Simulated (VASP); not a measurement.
# BaTe (Fm-3m) in VASP: settings compared, part 2 of 3

VASP 6.6.1. The steps go on from the part before.

## Step 3: Electric field gradients, PBE (volume scaled by 1.05)

INCAR reads:

```
ALGO = Normal
EDIFF = 1E-8
ENCUT = 520
GGA = PE
ISIF = 2
ISMEAR = -1
LASPH = T
LCHARG = F
LEFG = T
LREAL = F
LWAVE = F
NBANDS = 15
NELM = 80
PREC = Accurate
SIGMA = 0.05
```

KPOINTS reads:

```
k-points
0
Gamma
  10 10 10
```

POSCAR reads:

```
BaTe
1.0
    0.0000000000      3.4659115767      3.4659115767
    3.4659115767      0.0000000000      3.4659115767
    3.4659115767      3.4659115767      0.0000000000
Ba Te
1 1
Direct
    0.0000000000      0.0000000000      0.0000000000
    0.5000000000      0.5000000000      0.5000000000
```

Potentials or basis: VASP PAW PBE potentials, release 64 (Ba_sv, Te).

Run with:

```bash
cat potpaw_PBE.64/Ba_sv/POTCAR potpaw_PBE.64/Te/POTCAR > POTCAR
mpirun -np 1 vasp_std > vasp.out
```

OUTCAR:

```text
EDIFF = 1E-8
   ENCUT = 520
   GGA = PE
   ISIF = 2
   ISMEAR = -1
   LASPH = T
   LREAL = F
   NELM = 80
   PREC = Accurate

 ion  position               nearest neighbor table
   1  0.000  0.000  0.000-   2 3.47   2 3.47   2 3.47   2 3.47   2 3.47   2 3.47
   2  0.500  0.500  0.500-   1 3.47   1 3.47   1 3.47   1 3.47   1 3.47   1 3.47

  LATTYP: Found a face centered cubic cell.
 ALAT       =     6.9318231534

  Lattice vectors:

 A1 = (   0.0000000000,   3.4659115767,   3.4659115767)
 A2 = (   3.4659115767,   0.0000000000,   3.4659115767)
 A3 = (   3.4659115767,   3.4659115767,   0.0000000000)

Analysis of symmetry for initial positions (statically):
=====================================================================
 Subroutine PRICEL returns:
 Original cell was already a primitive cell.

 Routine SETGRP: Setting up the symmetry group for a
 face centered cubic supercell.

 Subroutine GETGRP returns: Found 48 space group operations
 (whereof 48 operations were pure point group operations)
 out of a pool of 48 trial point group operations.

The static configuration has the point symmetry O_h .

Analysis of symmetry for dynamics (positions and initial velocities):
=====================================================================
 Subroutine PRICEL returns:
 Original cell was already a primitive cell.

 Routine SETGRP: Setting up the symmetry group for a
 face centered cubic supercell.

 Subroutine GETGRP returns: Found 48 space group operations
 (whereof 48 operations were pure point group operations)
 out of a pool of 48 trial point group operations.

The dynamic configuration has the point symmetry O_h .

 Subroutine INISYM returns: Found 48 space group operations
 (whereof 48 operations are pure point group operations),
 and found     1 'primitive' translations

----------------------------------------------------------------------------------------

                                     Primitive cell

  volume of cell :      83.2688

  direct lattice vectors                    reciprocal lattice vectors
     0.000000000  3.465911577  3.465911577    -0.144262192  0.144262192  0.144262192
     3.465911577  0.000000000  3.465911577     0.144262192 -0.144262192  0.144262192
     3.465911577  3.465911577  0.000000000     0.144262192  0.144262192 -0.144262192

  length of vectors
     4.901539158  4.901539158  4.901539158     0.249869445  0.249869445  0.249869445

  position of ions in fractional coordinates (direct lattice)
     0.000000000  0.000000000  0.000000000
     0.500000000  0.500000000  0.500000000

  ion indices of the primitive-cell ions
   primitive index   ion index
                 1           1
                 2           2

----------------------------------------------------------------------------------------

 KPOINTS: k-points

Automatic generation of k-mesh.
 Grid dimensions read from file:
 generate k-points for:   10   10   10

 Generating k-lattice:

  Cartesian coordinates                     Fractional coordinates (reciprocal lattice)
    -0.014426219  0.014426219  0.014426219     0.100000000  0.000000000  0.000000000
     0.014426219 -0.014426219  0.014426219     0.000000000  0.100000000  0.000000000
[... 80 lines left out ...]
  Fermi-wavevector in a.u.,A,eV,Ry     =   0.944686  1.785197 12.142262  0.892431
  Thomas-Fermi vector in A             =   2.072514
   LORBIT       =      0    0 simple, 1 ext, 2 COOP (PROOUT), +10 PAW based schemes
   GGA     = PE    functional components
   LHFCALC =     F    Hartree Fock is set to
   AEXX    =    0.0000 exact exchange contribution
   IVDW    =     0    specifies the selected vdW correction
   LEPSILON=     F    determine dielectric tensor
   LRPA    =     F    only Hartree local field effects (RPA)
 non-spin polarized calculation
  energy-cutoff  :      520.00
  volume of cell :       83.27
 maximum number of plane-waves:      2272
   NGX = 19   NGY = 19   NGZ = 19

 number of electron      16.0000000 magnetization

 Free energy of the ion-electron system (eV)
  ---------------------------------------------------
  ext. energy  EPLUGINS =         0.00000000
  ---------------------------------------------------
  free energy    TOTEN  =        -8.59181823 eV

  energy without entropy =       -8.59181822  energy(sigma->0) =       -8.59181823

 E-fermi :   3.2008     XC(G=0):  -8.3645

 val. band max:        2.4657078637   @ k =   0.0000   0.0000   0.0000
 cond. band min:       3.9178529905   @ k =   0.5000   0.5000   0.0000
 fundamental gap:      1.4521451268
 Fermi energy:         3.2008080419

 k-point     1 :       0.0000    0.0000    0.0000
  band No.  band energies     occupation
      1     -24.4787      2.00000
      2      -9.6387      2.00000
      3      -9.6387      2.00000
      4      -9.6387      2.00000
      5      -7.1431      2.00000
      6       2.4657      2.00000
      7       2.4657      2.00000
      8       2.4657      2.00000
      9       5.3721      0.00000
     10       5.3721      0.00000
     11       5.3721      0.00000
     12       5.4926      0.00000
     13       6.0204      0.00000
     14       6.0204      0.00000
[... 401 lines left out ...]
      2      -9.8985      2.00000
      3      -9.7184      2.00000
      4      -9.7089      2.00000
      5      -6.7725      2.00000
      6       0.9265      2.00000
      7       1.8955      2.00000
      8       1.9918      2.00000
      9       4.3446      0.00000
     10       6.9276      0.00000
     11       7.0711      0.00000
     12       7.9192      0.00000
     13       7.9413      0.00000
     14       9.1956      0.00000
     15      10.5150      0.00000

 [... further k-points ...]

------------------------ aborting loop because EDIFF is reached ----------------------------------------

  FORCE on cell =-STRESS in cart. coord.  units (eV):
  Direction    XX          YY          ZZ          XY          YZ          ZX
  --------------------------------------------------------------------------------------
  -------------------------------------------------------------------------------------
  Total        1.1482520      1.1482520      1.1482520     -0.0000000      0.0000000      0.0000000
  in kB       22.0935428     22.0935428     22.0935428     -0.0000000      0.0000000      0.0000000
  external PRESSURE =      22.0935428 kB  Pullay stress =       0.0000000 kB

 VOLUME and BASIS-vectors are now :
 -----------------------------------------------------------------------------
  energy-cutoff  :      520.00
  volume of cell :       83.27
      direct lattice vectors                 reciprocal lattice vectors
     0.000000000  3.465911577  3.465911577    -0.144262192  0.144262192  0.144262192
     3.465911577  0.000000000  3.465911577     0.144262192 -0.144262192  0.144262192
     3.465911577  3.465911577  0.000000000     0.144262192  0.144262192 -0.144262192

 POSITION                                       TOTAL-FORCE (eV/Angst)
 -----------------------------------------------------------------------------------
      0.00000      0.00000      0.00000         0.000000     -0.000000     -0.000000
      3.46591      3.46591      3.46591        -0.000000      0.000000      0.000000
 -----------------------------------------------------------------------------------
    total drift:                                0.000000      0.000000      0.000000

  FREE ENERGIE OF THE ION-ELECTRON SYSTEM (eV)
  ---------------------------------------------------
  free  energy   TOTEN  =        -8.5918182294 eV

  energy  without entropy=       -8.5918182215  energy(sigma->0) =       -8.59181823

 Electric field gradients (V/A^2)
---------------------------------------------------------------------
 ion       V_xx      V_yy      V_zz      V_xy      V_xz      V_yz
---------------------------------------------------------------------
   1       0.000     0.000    -0.000     0.000     0.000     0.000
   2      -0.000    -0.000     0.000     0.000     0.000     0.000
---------------------------------------------------------------------

 Electric field gradients after diagonalization (V/A^2)
 (convention: |V_zz| > |V_xx| > |V_yy|)
----------------------------------------------------------------------
 ion       V_xx      V_yy      V_zz     asymmetry (V_yy - V_xx)/ V_zz
----------------------------------------------------------------------
   1      -0.000    -0.000     0.000       0.000
   2      -0.000    -0.000     0.000       0.000
----------------------------------------------------------------------

           NMR quadrupolar parameters

 Cq : quadrupolar parameter    Cq=e*Q*V_zz/h
 eta: asymmetry parameters     (V_yy - V_xx)/ V_zz
 Q  : nuclear electric quadrupole moment in mb (millibarn)
----------------------------------------------------------------------
 ion       Cq(MHz)       eta       Q (mb)
----------------------------------------------------------------------
   1       0.000       0.000       1.000
   2       0.000       0.000       1.000
----------------------------------------------------------------------
```

stdout:

```text
POSCAR found type information on POSCAR BaTe
 POSCAR found :  2 types and       2 ions
 scaLAPACK will be used
 LDA part: xc-table for (Slater+PW92), standard interpolation
 POSCAR, INCAR and KPOINTS ok, starting setup
 FFT: planning ... GRIDC
 FFT: planning ... GRID_SOFT
 FFT: planning ... GRID
 WAVECAR not read
 entering main loop
ion   1

ion   2
```

It took 40 s on 1 thread of AMD EPYC 9R45 (Zen 5), shared host; peak memory 0.21 GiB.

What came out:

```yaml
Free_energy: -8.5918 eV
Pressure: 2.2 GPa
Band_gap_on_the_k_mesh: 1.45 eV, indirect (least direct gap 1.84 eV)
```

Levels at points of the mesh, in eV from the valence-band top:
```
           k point  band 6  band 7  band 8  band 9  band 10  band 11
(0.00, 0.00, 0.00)    0.00    0.00    0.00    2.91     2.91     2.91
(0.50, 0.00, 0.00)   -2.32   -1.19   -1.19    4.23     4.83     4.95
(0.50, 0.50, 0.00)   -1.14   -0.38   -0.38    1.45     4.48     4.78
```

Caveat: the cell differs from its parent crystal (volume scaled by 1.05); without QUAD_EFG the Cq values of the log hold for a quadrupole moment of 1 mb, not for the nuclei; spin-orbit coupling is left out, which moves the levels of the heavy elements. A k mesh can miss the band edges.

## Step 4: Density of states, PBE

This run uses another cell than the first one, of 39.65 Å³/atom, 0.976 times its volume.

POSCAR reads:

```
BaTe
1.0
    0.0000000000      3.4100000000      3.4100000000
    3.4100000000      0.0000000000      3.4100000000
    3.4100000000      3.4100000000      0.0000000000
Ba Te
1 1
Direct
    0.0000000000      0.0000000000      0.0000000000
    0.5000000000      0.5000000000      0.5000000000
```

INCAR.step1 reads:

```
ALGO     = Normal         # electronic algorithm
EDIFF    = 1E-6           # SCF threshold, eV
ENCUT    = 520            # plane-wave cutoff, eV
GGA      = PE             # functional
ISIF     = 2              # what is computed and relaxed
ISMEAR   = -1             # smearing method
LASPH    = True           # aspherical terms in the spheres
LCHARG   = True           # write CHGCAR
LREAL    = False          # projectors in reciprocal space
LWAVE    = False          # write WAVECAR
NBANDS   = 15             # bands
NELM     = 100            # most SCF steps
PREC     = Accurate       # precision mode
SIGMA    = 0.05           # smearing width, eV
```

KPOINTS.step1 reads:

```
k-points
0
Gamma
  10 10 10
```

INCAR.step2 reads:

```
ALGO     = Normal         # electronic algorithm
EDIFF    = 1E-6           # SCF threshold, eV
ENCUT    = 520            # plane-wave cutoff, eV
GGA      = PE             # functional
ICHARG   = 11             # starting density
ISIF     = 2              # what is computed and relaxed
ISMEAR   = -5             # smearing method
LASPH    = True           # aspherical terms in the spheres
LCHARG   = False          # write CHGCAR
LORBIT   = 11             # projections on sites
LREAL    = False          # projectors in reciprocal space
LWAVE    = False          # write WAVECAR
NBANDS   = 15             # bands
NEDOS    = 1001           # points of the DOS
NELM     = 100            # most SCF steps
PREC     = Accurate       # precision mode
SIGMA    = 0.05           # smearing width, eV
```

KPOINTS.step2 reads:

```
k-points
0
Gamma
  15 15 15
```

Run with:

```bash
cat potpaw_PBE.64/Ba_sv/POTCAR potpaw_PBE.64/Te/POTCAR > POTCAR
cp INCAR.step1 INCAR
cp KPOINTS.step1 KPOINTS
mpirun -np 1 vasp_std > vasp.out
cp INCAR.step2 INCAR
cp KPOINTS.step2 KPOINTS
mpirun -np 1 vasp_std > vasp.out
```

It took 78 s on 1 thread of AMD EPYC 9R45 (Zen 5), shared host; peak memory 0.27 GiB.

The run converged. Its results:

| Property | Result |
| --- | --- |
| Valence electrons inside the program's atomic spheres | Ba 7.94; Te 3.51 |

Levels at points of the mesh, in eV from the valence-band top:
```
           k point  band 6  band 7  band 8  band 9  band 10  band 11
(0.00, 0.00, 0.00)    0.00    0.00    0.00    2.86     2.86     2.86
```

Caveat: spin-orbit coupling is left out, which moves the levels of the heavy elements.

(Continued in part 3 of 3.)
